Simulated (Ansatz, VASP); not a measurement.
One calculation of SiP5, two programs

```
Si P
1.0
     4.75490    0.00000    0.00000
    -2.37745    4.11786    0.00000
     0.00000    0.00000    4.75468
Si P
1 5
Cartesian
  0.0000 0.0000 0.0000
  2.3774 1.3726 0.0000
  0.0000 2.7452 0.0000
  -0.6548 1.1341 2.3773
  1.7227 2.9837 2.3773
  1.3096 0.0000 2.3773
```

Change from the starting cell: species swapped into the Zr5Sn type (P-62m, No. 189).

Alike in both runs: functional PBE; k mesh 4 × 4 × 3; occupations gaussian, width 0.2 eV; no spin polarisation.

Ansatz relaxed the structure, and its values are those at the end. VASP's run is a single point on that final structure, the one shown.

```csv
,VASP,Ansatz
version,VASP 6.6.1,Ansatz 0.2.0
potentials or method,"VASP PAW PBE potentials, release 64 (Si, P), cutoff 500 eV","scalar-relativistic, plane waves, PAW"
valence electrons in the cell,29,29
```

```csv
,VASP,Ansatz,Ansatz less VASP
gap on the k mesh at the Fermi level (eV),none,none,-
pressure (GPa),-0.3,-0.1,+0.21
rms of the force components (eV/Å),0.033,0.003,-0.0298
```

A gap of «none» marks a metal or a gap that the smearing closes. The functional is the same, so the differences come from potentials, cutoffs and numerics.

The k mesh is coarse, so the values compare programs but aren't converged.
